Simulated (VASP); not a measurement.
# K2Ca3Cl (P-4m2) in VASP: further runs

Runs on K2Ca3Cl. Level: PBE. Tasks: single point.

Program: VASP 6.6.1. These are calculated values, not measurements. Logs are shortened: lines on timing, memory, paths and dates and some standing lists are left out, and cuts for length are marked.

## Step 1: The cell of the first run

It takes space group P-4m2 (No. 115, tetragonal). The conventional cell has a = 4.189 Å, b = 4.189 Å, c = 9.181 Å, α = 90.00°, β = 90.00°, γ = 90.00°. K (site symmetry 2mm) has 7 Ca at 3.15 to 3.23 Å and 2 Cl at 3.22 Å and 4 K at 4.19 Å within 4.2 Å. Ca (site symmetry -4m2) has 4 Cl at 2.96 Å and 4 K at 3.22 Å within 3.9 Å. Ca (site symmetry 2mm) has 5 K at 3.15 to 3.23 Å and 10 Ca at 3.67 to 4.19 Å and 2 Cl at 4.08 Å within 4.2 Å. Cl (site symmetry -4m2) has 4 Ca at 2.96 Å and 4 K at 3.22 Å within 3.9 Å.

The cell was generated, and may not be a known phase.

## Step 2: Single point, PBE

The input, INCAR:

```
SYSTEM = K2Ca3Cl
  PREC = Accurate
  ENCUT = 520
  EDIFF = 1E-7
  ISMEAR = 0
  SIGMA = 0.1
  LREAL = .FALSE.
  LASPH = .TRUE.
  NELM = 100
  ALGO = Normal
  ISIF = 2
  LWAVE = .FALSE.
  LCHARG = .TRUE.
  GGA = PE
  LELF = .TRUE.
  LVHAR = .TRUE.
  NBANDS = 36
```

The input, KPOINTS:

```
regular mesh
0
G
  4 4 2
  0 0 0
```

The input, POSCAR:

```
K2Ca3Cl
1.0
    4.1889299100      0.0000000000      0.0000000000
    0.0000000000      4.1889299100      0.0000000000
    0.0000000000      0.0000000000      9.1805881200
K Ca Cl
2 3 1
Direct
    0.0000000000      0.5000000000      0.7340000300
    0.5000000000      0.0000000000      0.2659999700
    0.5000000000      0.5000000000      0.0000000000
    0.0000000000      0.5000000000      0.3820000000
    0.5000000000      0.0000000000      0.6180000000
    0.0000000000      0.0000000000      0.0000000000
```

Potentials or basis: VASP PAW PBE potentials, release 64 (K_sv, Ca_sv, Cl).

Command:

```console
$ cat potpaw_PBE.64/K_sv/POTCAR potpaw_PBE.64/Ca_sv/POTCAR potpaw_PBE.64/Cl/POTCAR > POTCAR
$ mpirun -np 1 vasp_std > vasp.out
```

OUTCAR:

```text
SYSTEM = K2Ca3Cl
   PREC = Accurate
   ENCUT = 520
   EDIFF = 1E-7
   ISMEAR = 0
   LREAL = .FALSE.
   LASPH = .TRUE.
   NELM = 100
   ISIF = 2
   GGA = PE

 ion  position               nearest neighbor table
   1  0.000  0.500  0.734-   5 3.15   5 3.15   5 3.15   5 3.15   6 3.22   3 3.22   6 3.22   3 3.22
                             4 3.23
   2  0.500  0.000  0.266-   4 3.15   4 3.15   4 3.15   4 3.15   3 3.22   6 3.22   6 3.22   3 3.22
                             5 3.23
   3  0.500  0.500  0.000-   1 3.22   2 3.22   2 3.22   1 3.22
   4  0.000  0.500  0.382-   2 3.15   2 3.15   2 3.15   2 3.15   1 3.23
   5  0.500  0.000  0.618-   1 3.15   1 3.15   1 3.15   1 3.15   2 3.23
   6  0.000  0.000  0.000-   1 3.22   2 3.22   1 3.22   2 3.22

  LATTYP: Found a simple tetragonal cell.
 ALAT       =     4.1889299100
 C/A-ratio  =     2.1916308741

  Lattice vectors:

 A1 = (   4.1889299100,   0.0000000000,   0.0000000000)
 A2 = (   0.0000000000,   4.1889299100,   0.0000000000)
 A3 = (   0.0000000000,   0.0000000000,   9.1805881200)

Analysis of symmetry for initial positions (statically):
=====================================================================
 Subroutine PRICEL returns:
 Original cell was already a primitive cell.

 Routine SETGRP: Setting up the symmetry group for a
 simple tetragonal supercell.

 Subroutine GETGRP returns: Found  8 space group operations
 (whereof  8 operations were pure point group operations)
 out of a pool of 16 trial point group operations.

The static configuration has the point symmetry D_2d.

Analysis of symmetry for dynamics (positions and initial velocities):
=====================================================================
 Subroutine PRICEL returns:
 Original cell was already a primitive cell.

 Routine SETGRP: Setting up the symmetry group for a
 simple tetragonal supercell.

 Subroutine GETGRP returns: Found  8 space group operations
 (whereof  8 operations were pure point group operations)
 out of a pool of 16 trial point group operations.

The dynamic configuration has the point symmetry D_2d.

 Subroutine INISYM returns: Found  8 space group operations
 (whereof  8 operations are pure point group operations),
 and found     1 'primitive' translations

----------------------------------------------------------------------------------------

                                     Primitive cell

  volume of cell :     161.0930

  direct lattice vectors                    reciprocal lattice vectors
     4.188929910  0.000000000  0.000000000     0.238724453  0.000000000  0.000000000
     0.000000000  4.188929910  0.000000000     0.000000000  0.238724453  0.000000000
     0.000000000  0.000000000  9.180588120     0.000000000  0.000000000  0.108925484

  length of vectors
     4.188929910  4.188929910  9.180588120     0.238724453  0.238724453  0.108925484

  position of ions in fractional coordinates (direct lattice)
     0.000000000  0.500000000  0.734000030
     0.500000000  0.000000000  0.265999970
     0.500000000  0.500000000  0.000000000
     0.000000000  0.500000000  0.382000000
     0.500000000  0.000000000  0.618000000
     0.000000000  0.000000000  0.000000000

  ion indices of the primitive-cell ions
   primitive index   ion index
                 1           1
                 2           2
                 3           3
                 4           4
                 5           5
                 6           6

----------------------------------------------------------------------------------------

 KPOINTS: regular mesh

Automatic generation of k-mesh.
 Grid dimensions read from file:
 generate k-points for:    4    4    2

 Generating k-lattice:

  Cartesian coordinates                     Fractional coordinates (reciprocal lattice)
     0.059681113  0.000000000  0.000000000     0.250000000  0.000000000  0.000000000
     0.000000000  0.059681113  0.000000000     0.000000000  0.250000000  0.000000000
     0.000000000  0.000000000  0.054462742     0.000000000  0.000000000  0.500000000

  Length of vectors
     0.059681113  0.059681113  0.054462742

  Shift w.r.t. Gamma in fractional coordinates (k-lattice)
     0.000000000  0.000000000  0.000000000

 Subroutine IBZKPT returns following result:
 ===========================================

 Found     12 irreducible k-points:

 Following reciprocal coordinates:
            Coordinates               Weight
  0.000000  0.000000  0.000000      1.000000
  0.250000  0.000000  0.000000      4.000000
  0.500000  0.000000  0.000000      2.000000
  0.250000  0.250000  0.000000      4.000000
  0.500000  0.250000  0.000000      4.000000
  0.500000  0.500000  0.000000      1.000000
  0.000000  0.000000  0.500000      1.000000
  0.250000  0.000000  0.500000      4.000000
  0.500000  0.000000  0.500000      2.000000
  0.250000  0.250000  0.500000      4.000000
  0.500000  0.250000  0.500000      4.000000
  0.500000  0.500000  0.500000      1.000000
   k-points           NKPTS =     12   k-points in BZ     NKDIM =     12   number of bands    NBANDS=     36
   number of dos      NEDOS =    301   number of ions     NIONS =      6
   total plane-waves  NPLWV =  71680
   dimension x,y,z NGX =    32 NGY =   32 NGZ =   70
   dimension x,y,z NGXF=    64 NGYF=   64 NGZF=  140
   ions per type =               2   3   1
   NGX,Y,Z   is equivalent  to a cutoff of  12.70, 12.70, 12.68 a.u.
   NGXF,Y,Z  is equivalent  to a cutoff of  25.40, 25.40, 25.35 a.u.
 SYSTEM =  K2Ca3Cl
   PREC   = accura    normal or accurate (medium, high low for compatibility)
   ISTART =      0    job   : 0-new  1-cont  2-samecut
   ICHARG =      2    charge: 1-file 2-atom 10-const
   ISPIN  =      1    spin polarized calculation?
   LNONCOLLINEAR =      F non collinear calculations
   LSORBIT =      F    spin-orbit coupling
   LASPH  =      T    aspherical Exc in radial PAW
   ENCUT  =  520.0 eV  38.22 Ry    6.18 a.u.   7.79  7.79 17.07*2*pi/ulx,y,z
   NELM   =    100;   NELMIN=  2; NELMDL= -5     # of ELM steps
   EDIFF  = 0.1E-06   stopping-criterion for ELM
   LREAL  =      F    real-space projection
   EDIFFG = 0.1E-05   stopping-criterion for IOM
   NSW    =      0    number of steps for IOM
   IBRION =     -1    ionic relax: 0-MD 1-quasi-New 2-CG
   NFREE  =      0    steps in history (QN), initial steepest desc. (CG)
   ISIF   =      2    stress and relaxation
   ISYM   =      2    0-nonsym 1-usesym 2-fastsym
   POTIM  = 0.5000    time-step for ionic-motion
   TEBEG  =    0.0;   TEEND  =   0.0 temperature during run
   PSTRESS=    0.0 pullay stress
   NELECT =      55.0000    total number of electrons
   NUPDOWN=      -1.0000    fix difference up-down
   EMIN   =  10.00;   EMAX   =-10.00  energy-range for DOS
   EFERMI =   0.00;   METHOD = LEGACY
   ISMEAR =     0;   SIGMA  =   0.10  broadening in eV -4-tet -1-fermi 0-gaus
   EFERMI_NEDOS =   21; number of points for ismear=-14 and -15
   IALGO  =     38    algorithm
   IMIX   =      4    mixing-type and parameters
     AMIX     =   0.40;   BMIX     =  1.00
     AMIX_MAG =   1.60;   BMIX_MAG =  1.00
  volume/ion in A,a.u.               =      26.85       181.18
  Fermi-wavevector in a.u.,A,eV,Ry     =   1.144204  2.162232 17.812788  1.309203
  Thomas-Fermi vector in A             =   2.280897
   LORBIT       =      0    0 simple, 1 ext, 2 COOP (PROOUT), +10 PAW based schemes
   GGA     = PE    functional components
   LHFCALC =     F    Hartree Fock is set to
   AEXX    =    0.0000 exact exchange contribution
   IVDW    =     0    specifies the selected vdW correction
   LEPSILON=     F    determine dielectric tensor
   LRPA    =     F    only Hartree local field effects (RPA)
 non-spin polarized calculation
 Gauss-broadening in eV      SIGMA  =   0.10
  energy-cutoff  :      520.00
  volume of cell :      161.09
 maximum number of plane-waves:      4360
 NGX is ok and might be reduce to    32
   NGX = 15   NGY = 15   NGZ = 35

 number of electron      54.9999995 magnetization

 Free energy of the ion-electron system (eV)
  ---------------------------------------------------
  ext. energy  EPLUGINS =         0.00000000
  ---------------------------------------------------
  free energy    TOTEN  =        -7.85243347 eV

  energy without entropy =       -7.81949050  energy(sigma->0) =       -7.83596198

 E-fermi :   4.2332     XC(G=0):  -8.9530

 val. band max:        4.2166664557   @ k =   0.5000   0.2500   0.0000
 cond. band min:       4.2786871195   @ k =   0.5000   0.0000   0.0000
 fundamental gap:      0.0620206638
 Fermi energy:         4.2331931089

 k-point     1 :       0.0000    0.0000    0.0000
  band No.  band energies     occupation
      1     -38.2794      2.00000
      2     -37.4652      2.00000
      3     -37.4428      2.00000
      4     -27.7692      2.00000
      5     -27.7661      2.00000
      6     -19.3713      2.00000
[... 28 lines left out ...]
     35       5.8141      0.00000
     36       6.1866      0.00000

 k-point     2 :       0.2500    0.0000    0.0000
  band No.  band energies     occupation
      1     -38.2782      2.00000
      2     -37.4607      2.00000
      3     -37.4449      2.00000
      4     -27.7666      2.00000
      5     -27.7644      2.00000
      6     -19.4104      2.00000
[... 28 lines left out ...]
     35       5.8460      0.00000
     36       5.9745      0.00000

 k-point     3 :       0.5000    0.0000    0.0000
  band No.  band energies     occupation
      1     -38.2770      2.00000
      2     -37.4517      2.00000
      3     -37.4516      2.00000
      4     -27.7636      2.00000
      5     -27.7630      2.00000
      6     -19.4487      2.00000
[... 28 lines left out ...]
     35       5.9192      0.00000
     36       6.3998      0.00000
[... 274 lines left out ...]
 k-point    11 :       0.5000    0.2500    0.5000
  band No.  band energies     occupation
      1     -38.2759      2.00000
      2     -37.4506      2.00000
      3     -37.4505      2.00000
      4     -27.7588      2.00000
      5     -27.7585      2.00000
      6     -19.4311      2.00000
[... 28 lines left out ...]
     35       6.4095      0.00000
     36       6.4682      0.00000

 k-point    12 :       0.5000    0.5000    0.5000
  band No.  band energies     occupation
      1     -38.2748      2.00000
      2     -37.4495      2.00000
      3     -37.4495      2.00000
      4     -27.7540      2.00000
      5     -27.7540      2.00000
      6     -19.4134      2.00000
[... 28 lines left out ...]
     35       6.4523      0.00000
     36       6.6135      0.00000

------------------------ aborting loop because EDIFF is reached ----------------------------------------

  FORCE on cell =-STRESS in cart. coord.  units (eV):
  Direction    XX          YY          ZZ          XY          YZ          ZX
  --------------------------------------------------------------------------------------
  -------------------------------------------------------------------------------------
  Total       10.5443820     10.5443820     11.3738120      0.0000000      0.0000000      0.0000000
  in kB      104.8709062    104.8709062    113.1201410      0.0000000      0.0000000      0.0000000
  external PRESSURE =     107.6206512 kB  Pullay stress =       0.0000000 kB

 VOLUME and BASIS-vectors are now :
 -----------------------------------------------------------------------------
  energy-cutoff  :      520.00
  volume of cell :      161.09
      direct lattice vectors                 reciprocal lattice vectors
     4.188929910  0.000000000  0.000000000     0.238724453  0.000000000  0.000000000
     0.000000000  4.188929910  0.000000000     0.000000000  0.238724453  0.000000000
     0.000000000  0.000000000  9.180588120     0.000000000  0.000000000  0.108925484

 POSITION                                       TOTAL-FORCE (eV/Angst)
 -----------------------------------------------------------------------------------
      0.00000      2.09446      6.73855         0.000000     -0.000000      0.293181
      2.09446      0.00000      2.44204        -0.000000     -0.000000     -0.293181
      2.09446      2.09446      0.00000         0.000000      0.000000      0.000000
      0.00000      2.09446      3.50698         0.000000     -0.000000      0.340809
      2.09446      0.00000      5.67360         0.000000     -0.000000     -0.340809
      0.00000      0.00000      0.00000         0.000000     -0.000000      0.000000
 -----------------------------------------------------------------------------------
    total drift:                                0.000000     -0.000000     -0.000000

  FREE ENERGIE OF THE ION-ELECTRON SYSTEM (eV)
  ---------------------------------------------------
  free  energy   TOTEN  =        -7.8524334723 eV

  energy  without entropy=       -7.8194904974  energy(sigma->0) =       -7.83596198
```

It took 67 s on 1 thread of Intel Xeon Platinum 8488C (Sapphire Rapids), shared host; peak memory 0.28 GiB.

Results:

```
Free energy            : -7.8524 eV
Pressure               : 10.8 GPa
Largest force          : 0.341 eV/Å
Band gap on the k mesh : zero (an odd number of electrons rules out a gap without spin polarisation)
```

Forces in eV/Å, atoms in the order of the input:
```
K    0.000  0.000  0.293
K    0.000  0.000 -0.293
Ca   0.000  0.000  0.000
Ca   0.000  0.000  0.341
Ca   0.000  0.000 -0.341
Cl   0.000  0.000  0.000
```

Stress tensor (GPa, compression positive):
```
10.49  0.00  0.00
 0.00 10.49  0.00
 0.00  0.00 11.31
```

Caveat: the k points lie up to 0.37 Å⁻¹ apart, too coarse for converged energies and pressures of a metal.

## Step 3: Single point, PBE

This run uses another cell than the first one, of 47.20 Å³/atom.

The input, INCAR:

```
  PREC = Accurate
  ENCUT = 520
  EDIFF = 1E-7
  ISMEAR = 0
  SIGMA = 0.1
  LREAL = F
  LASPH = T
  NELM = 100
  ALGO = Normal
  ISIF = 2
  LWAVE = F
  LCHARG = F
  GGA = PE
  NBANDS = 36
```

The input, KPOINTS:

```
regular mesh
0
Gamma
  4 4 2
```

The input, POSCAR:

```
K2Ca3Cl
1.0
    4.0086902521      0.0000000000      0.0000000000
    0.0000000000      4.0086902521      0.0000000000
    0.0000000000      0.0000000000     17.6242869418
K Ca Cl
2 3 1
Direct
    0.0000000000      0.5000000000      0.7648709858
    0.5000000000      0.0000000000      0.2351290142
    0.5000000000      0.5000000000      0.0000000000
    0.0000000000      0.5000000000      0.4254905352
    0.5000000000      0.0000000000      0.5745094648
    0.0000000000      0.0000000000      0.0000000000
```

Potentials or basis: VASP PAW PBE potentials, release 64 (K_sv, Ca_sv, Cl).

Command:

```console
$ cat potpaw_PBE.64/K_sv/POTCAR potpaw_PBE.64/Ca_sv/POTCAR potpaw_PBE.64/Cl/POTCAR > POTCAR
$ mpirun -np 1 vasp_std > vasp.out
```

It took 2.9 min on 1 thread of Intel Xeon Platinum 8488C (Sapphire Rapids), shared host; peak memory 0.41 GiB.

The run converged. Its results:

```yaml
Free_energy: -12.0888 eV
Pressure: 0.1 GPa
Largest_force: 0.008 eV/Å
Band_gap_on_the_k_mesh: zero (an odd number of electrons rules out a gap without spin polarisation)
```

Forces in eV/Å, atoms in the order of the input:
```
K    0.000  0.000  0.006
K    0.000  0.000 -0.006
Ca   0.000  0.000  0.000
Ca   0.000  0.000 -0.008
Ca   0.000  0.000  0.008
Cl   0.000  0.000  0.000
```

Stress tensor (GPa, compression positive):
```
0.03 0.00 0.00
0.00 0.03 0.00
0.00 0.00 0.26
```

Levels at points of the mesh, in eV from the Fermi level:
| k point | band 25 | band 26 | band 27 | band 28 | band 29 | band 30 | band 31 | band 32 |
| --- | --- | --- | --- | --- | --- | --- | --- | --- |
| (0.00, 0.00, 0.00) | -3.50 | -2.28 | -1.96 | -0.72 | -0.71 | -0.56 | 0.69 | 0.77 |
| (0.50, 0.00, 0.00) | -1.24 | -1.24 | -0.26 | -0.14 | 0.00 | 0.53 | 0.57 | 0.79 |
| (0.50, 0.50, 0.00) | -0.10 | -0.10 | 0.18 | 0.18 | 0.46 | 0.47 | 0.79 | 1.16 |
| (0.00, 0.00, 0.50) | -3.49 | -2.41 | -1.51 | -1.39 | -0.72 | -0.01 | 0.52 | 0.69 |
| (0.50, 0.00, 0.50) | -1.24 | -1.24 | -0.28 | -0.15 | 0.10 | 0.40 | 0.59 | 0.93 |
| (0.50, 0.50, 0.50) | -0.11 | -0.11 | 0.20 | 0.20 | 0.46 | 0.47 | 0.79 | 1.13 |

Caveat: the k points lie up to 0.39 Å⁻¹ apart, too coarse for converged energies and pressures of a metal.

The gap in the log of VASP goes by the Fermi energy; the results here count the filled bands.